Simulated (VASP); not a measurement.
# Al2O3 (R-3c) in VASP: single point with PBE+D3(BJ)

Aim: the single point of Al2O3 with PBE+D3(BJ).

Everything below comes from runs of VASP 6.6.1. Logs are shortened: lines on timing, memory, paths and dates and some standing lists are left out, and cuts for length are marked.

**Experimental background.**

“Multi-petahertz electron interference in Cr:Al2O3 solid-state material”, 2018, pmc:5906618 quotes, for a bulk crystal of Al2O3: band gap 8.7 eV (optical).

The results are compared with them further down.

## 1. The cell of the first run

The structure is trigonal, space group R-3c (No. 167). The conventional cell has a = 4.780 Å, b = 4.780 Å, c = 13.038 Å, α = 90.00°, β = 90.00°, γ = 120.00°. Within 2.5 Å of Al (site symmetry 3) lie 6 O at 1.86 to 1.98 Å. Within 2.9 Å of O (site symmetry 2) lie 4 Al at 1.86 to 1.98 Å and 12 O at 2.54 to 2.88 Å.

## 2. Single point, PBE+D3(BJ)

File INCAR:

```
SYSTEM = Al2O3
ALGO     = Normal         ! electronic algorithm
EDIFF    = 1E-7           ! SCF threshold, eV
ENCUT    = 520            ! plane-wave cutoff, eV
GGA      = PE             ! functional
ISIF     = 2              ! what is computed and relaxed
ISMEAR   = 0              ! smearing method
IVDW     = 12             ! dispersion correction
LASPH    = .TRUE.         ! aspherical terms in the spheres
LCHARG   = .FALSE.        ! write CHGCAR
LREAL    = .FALSE.        ! projectors in reciprocal space
LWAVE    = .FALSE.        ! write WAVECAR
NBANDS   = 35             ! bands
NELM     = 60             ! most SCF steps
PREC     = Accurate       ! precision mode
SIGMA    = 0.02           ! smearing width, eV
```

File KPOINTS:

```
k-points
0
G
  6 6 6
  0 0 0
```

File POSCAR:

```
Al2O3
1.0
    2.3898904684      1.3798039052      4.3458426557
   -2.3898904684      1.3798039052      4.3458426557
    0.0000000000     -2.7596078105      4.3458426557
Al O
4 6
Direct
    0.3521071839      0.3521071839      0.3521071839
    0.1478928161      0.1478928161      0.1478928161
    0.6478928161      0.6478928161      0.6478928161
    0.8521071839      0.8521071839      0.8521071839
    0.5564120117      0.9435879883      0.2500000000
    0.2500000000      0.5564120117      0.9435879883
    0.9435879883      0.2500000000      0.5564120117
    0.4435879883      0.0564120117      0.7500000000
    0.7500000000      0.4435879883      0.0564120117
    0.0564120117      0.7500000000      0.4435879883
```

Potentials or basis: VASP PAW PBE potentials, release 64 (Al, O).

The run is started by

```sh
> cat potpaw_PBE.64/Al/POTCAR potpaw_PBE.64/O/POTCAR > POTCAR
> mpirun -np 1 vasp_std > vasp.out
```

OUTCAR:

```text
SYSTEM = Al2O3
   EDIFF = 1E-7
   ENCUT = 520
   GGA = PE
   ISIF = 2
   ISMEAR = 0
   IVDW = 12
   LASPH = .TRUE.
   LREAL = .FALSE.
   NELM = 60
   PREC = Accurate
 IVDW          = 12

 ion  position               nearest neighbor table
   1  0.352  0.352  0.352-   9 1.86   8 1.86  10 1.86   7 1.98   6 1.98   5 1.98   2 2.66   3 2.80
                             3 2.80   3 2.80   2 3.23   2 3.23   2 3.23
   2  0.148  0.148  0.148-  10 1.86   8 1.86   9 1.86   6 1.98   7 1.98   5 1.98   1 2.66   4 2.80
                             4 2.80   4 2.80   1 3.23   1 3.23   1 3.23
   3  0.648  0.648  0.648-   6 1.86   5 1.86   7 1.86  10 1.98   9 1.98   8 1.98   4 2.66   1 2.80
                             1 2.80   1 2.80   4 3.23   4 3.23   4 3.23
   4  0.852  0.852  0.852-   7 1.86   5 1.86   6 1.86   9 1.98  10 1.98   8 1.98   3 2.66   2 2.80
                             2 2.80   2 2.80   3 3.23   3 3.23   3 3.23
   5  0.556  0.944  0.250-   3 1.86   4 1.86   1 1.98   2 1.98
   6  0.250  0.556  0.944-   3 1.86   4 1.86   2 1.98   1 1.98
   7  0.944  0.250  0.556-   4 1.86   3 1.86   1 1.98   2 1.98
   8  0.444  0.056  0.750-   1 1.86   2 1.86   3 1.98   4 1.98
   9  0.750  0.444  0.056-   1 1.86   2 1.86   4 1.98   3 1.98
  10  0.056  0.750  0.444-   2 1.86   1 1.86   3 1.98   4 1.98

  LATTYP: Found a trigonal (rhomboedric) cell.
 ALAT       =     5.1479883116
 COS(alpha) =     0.5689666383

  Lattice vectors:

 A1 = (   2.3898904684,   1.3798039052,   4.3458426557)
 A2 = (  -2.3898904684,   1.3798039052,   4.3458426557)
 A3 = (   0.0000000000,  -2.7596078105,   4.3458426557)

Analysis of symmetry for initial positions (statically):
=====================================================================
 Subroutine PRICEL returns:
 Original cell was already a primitive cell.

 Routine SETGRP: Setting up the symmetry group for a
 trigonal (rhombohedral) supercell.

 Subroutine GETGRP returns: Found 12 space group operations
 (whereof  6 operations were pure point group operations)
 out of a pool of 12 trial point group operations.

The static configuration has the point symmetry S_6 .
 The point group associated with its full space group is D_3d.

Analysis of symmetry for dynamics (positions and initial velocities):
=====================================================================
 Subroutine PRICEL returns:
 Original cell was already a primitive cell.

 Routine SETGRP: Setting up the symmetry group for a
 trigonal (rhombohedral) supercell.

 Subroutine GETGRP returns: Found 12 space group operations
 (whereof  6 operations were pure point group operations)
 out of a pool of 12 trial point group operations.

The dynamic configuration has the point symmetry S_6 .
 The point group associated with its full space group is D_3d.

 Subroutine INISYM returns: Found 12 space group operations
 (whereof  6 operations are pure point group operations),
 and found     1 'primitive' translations

----------------------------------------------------------------------------------------

                                     Primitive cell

  volume of cell :      85.9846

  direct lattice vectors                    reciprocal lattice vectors
     2.389890468  1.379803905  4.345842656     0.209214609  0.120790111  0.076701657
    -2.389890468  1.379803905  4.345842656    -0.209214609  0.120790111  0.076701657
     0.000000000 -2.759607810  4.345842656     0.000000000 -0.241580222  0.076701657

  length of vectors
     5.147988312  5.147988312  5.147988312     0.253464293  0.253464293  0.253464293

  position of ions in fractional coordinates (direct lattice)
     0.352107184  0.352107184  0.352107184
     0.147892816  0.147892816  0.147892816
     0.647892816  0.647892816  0.647892816
     0.852107184  0.852107184  0.852107184
     0.556412012  0.943587988  0.250000000
     0.250000000  0.556412012  0.943587988
     0.943587988  0.250000000  0.556412012
     0.443587988  0.056412012  0.750000000
     0.750000000  0.443587988  0.056412012
     0.056412012  0.750000000  0.443587988

  ion indices of the primitive-cell ions
   primitive index   ion index
                 1           1
                 2           2
                 3           3
                 4           4
                 5           5
                 6           6
                 7           7
                 8           8
                 9           9
                10          10

----------------------------------------------------------------------------------------

 KPOINTS: k-points

Automatic generation of k-mesh.
 Grid dimensions read from file:
 generate k-points for:    6    6    6

 Generating k-lattice:

  Cartesian coordinates                     Fractional coordinates (reciprocal lattice)
     0.034869102  0.020131685  0.012783610     0.166666667 -0.000000000  0.000000000
    -0.034869102  0.020131685  0.012783610    -0.000000000  0.166666667  0.000000000
     0.000000000 -0.040263370  0.012783610     0.000000000  0.000000000  0.166666667

  Length of vectors
     0.042244049  0.042244049  0.042244049

  Shift w.r.t. Gamma in fractional coordinates (k-lattice)
     0.000000000  0.000000000  0.000000000

 Subroutine IBZKPT returns following result:
 ===========================================

 Found     32 irreducible k-points:

 Following reciprocal coordinates:
            Coordinates               Weight
  0.000000  0.000000  0.000000      1.000000
  0.166667  0.000000  0.000000      6.000000
  0.333333 -0.000000 -0.000000      6.000000
  0.500000  0.000000 -0.000000      3.000000
  0.166667  0.166667  0.000000      6.000000
  0.333333  0.166667  0.000000     12.000000
[... 16 lines left out ...]
  0.500000  0.500000  0.166667      6.000000
 -0.333333  0.500000  0.166667     12.000000
 [... further k-points ...]
   k-points           NKPTS =     32   k-points in BZ     NKDIM =     32   number of bands    NBANDS=     35
   number of dos      NEDOS =    301   number of ions     NIONS =     10
   total plane-waves  NPLWV =  64000
   dimension x,y,z NGX =    40 NGY =   40 NGZ =   40
   dimension x,y,z NGXF=    80 NGYF=   80 NGZF=   80
   ions per type =               4   6
   NGX,Y,Z   is equivalent  to a cutoff of  12.92, 12.92, 12.92 a.u.
   NGXF,Y,Z  is equivalent  to a cutoff of  25.83, 25.83, 25.83 a.u.
 SYSTEM =  Al2O3
   PREC   = accura    normal or accurate (medium, high low for compatibility)
   ISTART =      0    job   : 0-new  1-cont  2-samecut
   ICHARG =      2    charge: 1-file 2-atom 10-const
   ISPIN  =      1    spin polarized calculation?
   LNONCOLLINEAR =      F non collinear calculations
   LSORBIT =      F    spin-orbit coupling
   LASPH  =      T    aspherical Exc in radial PAW
   ENCUT  =  520.0 eV  38.22 Ry    6.18 a.u.   9.57  9.57  9.57*2*pi/ulx,y,z
   NELM   =     60;   NELMIN=  2; NELMDL= -5     # of ELM steps
   EDIFF  = 0.1E-06   stopping-criterion for ELM
   LREAL  =      F    real-space projection
   EDIFFG = 0.1E-05   stopping-criterion for IOM
   NSW    =      0    number of steps for IOM
   IBRION =     -1    ionic relax: 0-MD 1-quasi-New 2-CG
   NFREE  =      0    steps in history (QN), initial steepest desc. (CG)
   ISIF   =      2    stress and relaxation
   ISYM   =      2    0-nonsym 1-usesym 2-fastsym
   POTIM  = 0.5000    time-step for ionic-motion
   TEBEG  =    0.0;   TEEND  =   0.0 temperature during run
   PSTRESS=    0.0 pullay stress
   NELECT =      48.0000    total number of electrons
   NUPDOWN=      -1.0000    fix difference up-down
   EMIN   =  10.00;   EMAX   =-10.00  energy-range for DOS
   EFERMI =   0.00;   METHOD = LEGACY
   ISMEAR =     0;   SIGMA  =   0.02  broadening in eV -4-tet -1-fermi 0-gaus
   EFERMI_NEDOS =   21; number of points for ismear=-14 and -15
   IALGO  =     38    algorithm
   IMIX   =      4    mixing-type and parameters
     AMIX     =   0.40;   BMIX     =  1.00
     AMIX_MAG =   1.60;   BMIX_MAG =  1.00
  volume/ion in A,a.u.               =       8.60        58.03
  Fermi-wavevector in a.u.,A,eV,Ry     =   1.347975  2.547303 24.722269  1.817035
  Thomas-Fermi vector in A             =   2.475681
   LORBIT       =      0    0 simple, 1 ext, 2 COOP (PROOUT), +10 PAW based schemes
   GGA     = PE    functional components
   LHFCALC =     F    Hartree Fock is set to
   AEXX    =    0.0000 exact exchange contribution
   IVDW    =    12    specifies the selected vdW correction
   LEPSILON=     F    determine dielectric tensor
   LRPA    =     F    only Hartree local field effects (RPA)
 non-spin polarized calculation
 Gauss-broadening in eV      SIGMA  =   0.02
  energy-cutoff  :      520.00
  volume of cell :       85.98
 maximum number of plane-waves:      2332
 NGX is ok and might be reduce to    40
   NGX = 19   NGY = 19   NGZ = 19

 number of electron      48.0000012 magnetization

 Free energy of the ion-electron system (eV)
  ---------------------------------------------------
  ext. energy  EPLUGINS =         0.00000000
  ---------------------------------------------------
  free energy    TOTEN  =       -74.78892691 eV

  energy without entropy =      -74.78892691  energy(sigma->0) =      -74.78892691

 E-fermi :   6.1828     XC(G=0): -11.6296

 val. band max:        6.0146480124   @ k =   0.0000   0.0000   0.0000
 cond. band min:      12.0869895746   @ k =   0.0000   0.0000   0.0000
 fundamental gap:      6.0723415622
 Fermi energy:         6.1828360677

 k-point     1 :       0.0000    0.0000    0.0000
  band No.  band energies     occupation
      1     -13.1456      2.00000
      2     -10.8519      2.00000
      3     -10.5826      2.00000
      4     -10.5826      2.00000
      5     -10.2697      2.00000
      6     -10.2697      2.00000
[... 27 lines left out ...]
     34      19.4038      0.00000
     35      20.5399      0.00000

 k-point     2 :       0.1667    0.0000    0.0000
  band No.  band energies     occupation
      1     -13.0044      2.00000
      2     -10.9252      2.00000
      3     -10.6611      2.00000
      4     -10.6098      2.00000
      5     -10.3367      2.00000
      6     -10.2795      2.00000
[... 27 lines left out ...]
     34      18.8702      0.00000
     35      20.3419      0.00000

 k-point     3 :       0.3333   -0.0000   -0.0000
  band No.  band energies     occupation
      1     -12.6030      2.00000
      2     -11.3776      2.00000
      3     -10.6366      2.00000
      4     -10.6069      2.00000
      5     -10.4782      2.00000
      6     -10.3424      2.00000
[... 27 lines left out ...]
     34      19.4241      0.00000
     35      19.5251      0.00000
[... 723 lines left out ...]
 k-point    23 :       0.5000    0.5000    0.1667
  band No.  band energies     occupation
      1     -12.1361      2.00000
      2     -11.4460      2.00000
      3     -11.1008      2.00000
      4     -10.8715      2.00000
      5     -10.5019      2.00000
      6     -10.2246      2.00000
[... 27 lines left out ...]
     34      19.3389      0.00000
     35      19.6272      0.00000

 k-point    24 :      -0.3333    0.5000    0.1667
  band No.  band energies     occupation
      1     -11.8604      2.00000
      2     -11.4924      2.00000
      3     -11.2487      2.00000
      4     -11.0314      2.00000
      5     -10.4528      2.00000
      6     -10.2490      2.00000
[... 27 lines left out ...]
     34      19.3513      0.00000
     35      19.4787      0.00000

 [... further k-points ...]

------------------------ aborting loop because EDIFF is reached ----------------------------------------

 Edisp (eV)   -2.34012

 E8    (eV) :    -0.8836

  FORCE on cell =-STRESS in cart. coord.  units (eV):
  Direction    XX          YY          ZZ          XY          YZ          ZX
  --------------------------------------------------------------------------------------
  -------------------------------------------------------------------------------------
  Total      -0.07377    -0.07377    -0.09070     0.00000     0.00000     0.00000
  in kB      -1.37450    -1.37450    -1.69012     0.00000     0.00000     0.00000
  external pressure =       -1.48 kB  Pullay stress =        0.00 kB

 VOLUME and BASIS-vectors are now :
 -----------------------------------------------------------------------------
  energy-cutoff  :      520.00
  volume of cell :       85.98
      direct lattice vectors                 reciprocal lattice vectors
     2.389890468  1.379803905  4.345842656     0.209214609  0.120790111  0.076701657
    -2.389890468  1.379803905  4.345842656    -0.209214609  0.120790111  0.076701657
     0.000000000 -2.759607810  4.345842656     0.000000000 -0.241580222  0.076701657

 POSITION                                       TOTAL-FORCE (eV/Angst)
 -----------------------------------------------------------------------------------
      0.00000     -0.00000      4.59061         0.000000     -0.000000      0.001760
      0.00000     -0.00000      1.92816         0.000000      0.000000     -0.001760
      0.00000     -0.00000      8.44692         0.000000      0.000000     -0.001760
      0.00000     -0.00000     11.10937         0.000000     -0.000000      0.001760
     -0.92531      1.37980      7.60522        -0.001639      0.000000     -0.000000
     -0.73229     -1.49124      7.60522         0.000819     -0.001419     -0.000000
      1.65760      0.11144      7.60522         0.000819      0.001419     -0.000000
      0.92531     -1.37980      5.43230         0.001639     -0.000000     -0.000000
      0.73229      1.49124      5.43230        -0.000819      0.001419     -0.000000
     -1.65760     -0.11144      5.43230        -0.000819     -0.001419     -0.000000
 -----------------------------------------------------------------------------------
    total drift:                               -0.000000      0.000000      0.000000

  FREE ENERGIE OF THE ION-ELECTRON SYSTEM (eV)
  ---------------------------------------------------
  free  energy   TOTEN  =       -77.1290511335 eV

  energy  without entropy=      -77.1290511335  energy(sigma->0) =      -77.12905113
```

Run time: 3.8 min. Hardware: 1 thread of AMD EPYC 7R13, shared host; peak memory 0.24 GiB.

Results:

```
Free energy                : -77.1291 eV
Pressure                   : -0.1 GPa
Band gap on the k mesh     : 6.07 eV
Dispersion energy per atom : -0.234 eV
```

## 3. Against experiment

Step 2. A measured gap of Al2O3 is 8.7 eV (optical; quoted in “Multi-petahertz electron interference in Cr:Al2O3 solid-state material”, 2018, pmc:5906618); the calculated 6.07 eV misses it by -2.63 eV. The value is that of PBE+D3(BJ) on a finite k mesh, which can miss the band edges, without temperature or zero-point motion. Semilocal functionals fall short of measured gaps as a rule.
